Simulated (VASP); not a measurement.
# MgO (Periclase) (Fm-3m) in VASP: notebook, part 2 of 2

VASP 6.6.1.

## 5. Single point, PBE

This run uses another cell than the first one, of 8.54 Å³/atom, 1.003 times its volume.

INCAR reads:

```
SYSTEM = MgO
  ALGO = Normal
  EDIFF = 1E-6
  ENCUT = 600
  GGA = PE
  GGA_COMPAT = .False.
  ISIF = 2
  ISMEAR = 0
  LASPH = .True.
  LCHARG = .True.
  LELF = .True.
  LREAL = .False.
  LVHAR = .True.
  LWAVE = .False.
  NBANDS = 11
  NELM = 120
  PREC = Accurate
  SIGMA = 0.1
```

KPOINTS reads:

```
k-points
0
Gamma
  8 8 8
  0 0 0
```

POSCAR reads:

```
MgO
1.0
    0.0000000000      2.0443582818      2.0443582818
    2.0443582818      0.0000000000      2.0443582818
    2.0443582818      2.0443582818      0.0000000000
Mg O
1 1
Direct
    0.0000000000      0.0000000000      0.0000000000
    0.5000000000      0.5000000000      0.5000000000
```

Potentials or basis: VASP PAW PBE potentials, release 64 (Mg, O).

Launch:

```bash
cat potpaw_PBE.64/Mg/POTCAR potpaw_PBE.64/O/POTCAR > POTCAR
mpirun -np 1 vasp_std > vasp.out
```

OUTCAR:

```text
SYSTEM = MgO
   EDIFF = 1E-6
   ENCUT = 600
   GGA = PE
   ISIF = 2
   ISMEAR = 0
   LASPH = .True.
   LREAL = .False.
   NELM = 120
   PREC = Accurate

 ion  position               nearest neighbor table
   1  0.000  0.000  0.000-   2 2.04   2 2.04   2 2.04   2 2.04   2 2.04   2 2.04
   2  0.500  0.500  0.500-   1 2.04   1 2.04   1 2.04   1 2.04   1 2.04   1 2.04

  LATTYP: Found a face centered cubic cell.
 ALAT       =     4.0887165636

  Lattice vectors:

 A1 = (   0.0000000000,   2.0443582818,   2.0443582818)
 A2 = (   2.0443582818,   0.0000000000,   2.0443582818)
 A3 = (   2.0443582818,   2.0443582818,   0.0000000000)

Analysis of symmetry for initial positions (statically):
=====================================================================
 Subroutine PRICEL returns:
 Original cell was already a primitive cell.

 Routine SETGRP: Setting up the symmetry group for a
 face centered cubic supercell.

 Subroutine GETGRP returns: Found 48 space group operations
 (whereof 48 operations were pure point group operations)
 out of a pool of 48 trial point group operations.

The static configuration has the point symmetry O_h .

Analysis of symmetry for dynamics (positions and initial velocities):
[... 163 lines left out ...]
 fundamental gap:      5.6453450303
 Fermi energy:         4.3869619653

 k-point     1 :       0.0000    0.0000    0.0000
  band No.  band energies     occupation
      1     -13.8574      2.00000
      2       3.8884      2.00000
      3       3.8884      2.00000
      4       3.8884      2.00000
      5       9.5337      0.00000
      6      20.1922      0.00000
      7      20.1922      0.00000
      8      20.1922      0.00000
      9      24.3500      0.00000
     10      26.2330      0.00000
     11      26.2330      0.00000
[... 309 lines left out ...]
 k-point    24 :      -0.3750    0.2500    0.1250
  band No.  band energies     occupation
      1     -12.1617      2.00000
      2      -0.4725      2.00000
      3       1.7473      2.00000
      4       2.7759      2.00000
      5      14.2075      0.00000
      6      16.9274      0.00000
      7      18.4009      0.00000
      8      21.9143      0.00000
      9      25.4984      0.00000
     10      27.1941      0.00000
     11      31.5305      0.00000

 [... further k-points ...]
[... 5 lines left out ...]
  --------------------------------------------------------------------------------------
  -------------------------------------------------------------------------------------
  Total        2.3047291      2.3047291      2.3047291      0.0000000     -0.0000000     -0.0000000
  in kB      216.0873993    216.0873993    216.0873993      0.0000000     -0.0000000     -0.0000000
  external PRESSURE =     216.0873993 kB  Pullay stress =       0.0000000 kB

 VOLUME and BASIS-vectors are now :
 -----------------------------------------------------------------------------
  energy-cutoff  :      600.00
  volume of cell :       17.09
      direct lattice vectors                 reciprocal lattice vectors
     0.000000000  2.044358282  2.044358282    -0.244575525  0.244575525  0.244575525
     2.044358282  0.000000000  2.044358282     0.244575525 -0.244575525  0.244575525
     2.044358282  2.044358282  0.000000000     0.244575525  0.244575525 -0.244575525

 POSITION                                       TOTAL-FORCE (eV/Angst)
 -----------------------------------------------------------------------------------
      0.00000      0.00000      0.00000        -0.000000     -0.000000      0.000000
      2.04436      2.04436      2.04436         0.000000      0.000000      0.000000
 -----------------------------------------------------------------------------------
    total drift:                               -0.000000     -0.000000      0.000000

  FREE ENERGIE OF THE ION-ELECTRON SYSTEM (eV)
  ---------------------------------------------------
  free  energy   TOTEN  =       -11.7849372140 eV

  energy  without entropy=      -11.7849372140  energy(sigma->0) =      -11.78493721
```

OSZICAR:

```text
N       E                     dE             d eps       ncg     rms          rms(c)
DAV:   1     0.176596751487E+02    0.17660E+02   -0.53526E+03   718   0.757E+02
DAV:   2    -0.127732244297E+02   -0.30433E+02   -0.29652E+02   744   0.147E+02
DAV:   3    -0.133730395826E+02   -0.59982E+00   -0.59924E+00   758   0.184E+01
DAV:   4    -0.133745769072E+02   -0.15373E-02   -0.15373E-02   695   0.102E+00
DAV:   5    -0.133745817904E+02   -0.48832E-05   -0.48832E-05   752   0.563E-02    0.733E+00
DAV:   6    -0.117998610644E+02    0.15747E+01   -0.81914E+00   662   0.164E+01    0.210E+00
DAV:   7    -0.117899938514E+02    0.98672E-02   -0.49344E-02   704   0.203E+00    0.133E+00
DAV:   8    -0.117851554872E+02    0.48384E-02   -0.21899E-02   668   0.171E+00    0.196E-01
DAV:   9    -0.117849154103E+02    0.24008E-03   -0.38625E-04   722   0.138E-01    0.112E-01
DAV:  10    -0.117849362553E+02   -0.20845E-04   -0.37200E-04   707   0.146E-01    0.104E-02
DAV:  11    -0.117849372140E+02   -0.95872E-06   -0.26724E-06   743   0.139E-02
   1 F= -.11784937E+02 E0= -.11784937E+02  d E =-.529002E-14
```

Wall time 6.8 s (1 thread of Intel Xeon Platinum 8488C (Sapphire Rapids), shared host); peak memory 0.14 GiB.

What came out:

| Property | Result |
| --- | --- |
| Free energy | -11.7849 eV |
| Pressure | 21.6 GPa |
| Band gap on the k mesh | 5.65 eV, direct |

## 6. Single point, PBE

This run uses another cell than the first one, of 8.54 Å³/atom, 1.003 times its volume.

INCAR reads:

```
SYSTEM = MgO
ALGO = Normal
EDIFF = 1E-6
ENCUT = 600
GGA = PE
GGA_COMPAT = .FALSE.
ISIF = 2
ISMEAR = 0
LASPH = .TRUE.
LCHARG = .FALSE.
LREAL = .FALSE.
LWAVE = .FALSE.
NBANDS = 11
NELM = 120
PREC = Accurate
SIGMA = 0.01
```

KPOINTS reads:

```
k-points
0
G
  10 10 10
  0 0 0
```

POSCAR is that of step 5.

Potentials or basis: VASP PAW PBE potentials, release 64 (Mg, O).

Launch:

```bash
cat potpaw_PBE.64/Mg/POTCAR potpaw_PBE.64/O/POTCAR > POTCAR
mpirun -np 1 vasp_std > vasp.out
```

Wall time 8.9 s (1 thread of Intel Xeon Platinum 8488C (Sapphire Rapids), shared host); peak memory 0.14 GiB.

It converged, with:

```
Free energy            : -11.7850 eV
Pressure               : 21.6 GPa
Band gap on the k mesh : 5.65 eV, direct
```

Levels at points of the mesh, in eV from the valence-band top:
```csv
k point,band 1,band 2,band 3,band 4,band 5,band 6,band 7,band 8
"(0.00, 0.00, 0.00)",-17.75,0.00,0.00,0.00,5.65,16.30,16.30,16.30
"(0.50, 0.00, 0.00)",-16.22,-5.02,-0.76,-0.76,8.48,13.64,17.25,17.25
"(0.50, 0.50, 0.00)",-15.93,-4.46,-1.48,-1.48,9.21,10.98,14.08,20.38
```

## 7. Summary

| task | cell | k mesh | smearing | gap on the mesh (eV) | pressure (GPa) |
| --- | --- | --- | --- | --- | --- |
| relaxation of cell and atoms | relaxed to 23.2 GPa from a = 2.889 Å, angles 60.0°, 2 atoms | 8 × 8 × 8 | gaussian 0.1 eV | 5.75 | 24.0 |
| relaxation of cell and atoms | relaxed to 23.2 GPa from a = 2.889 Å, angles 60.0°, 2 atoms | 10 × 10 × 10 | gaussian 0.01 eV | 5.72 | 23.2 |
| single point | a = 2.891 Å, angles 60.0°, 2 atoms | 8 × 8 × 8 | gaussian 0.1 eV | 5.65 | 21.6 |
| single point | a = 2.891 Å, angles 60.0°, 2 atoms | 10 × 10 × 10 | gaussian 0.01 eV | 5.65 | 21.6 |

Alike in all rows: level PBE; potentials or basis VASP PAW PBE potentials, release 64 (Mg, O); no spin polarisation; cutoff (eV) 600.

Caveats: the cell is relaxed towards a set pressure, so the enthalpy falls and the energy may rise (some runs).

Total energies depend on the potentials used, so only differences within one code and one set of settings carry meaning.
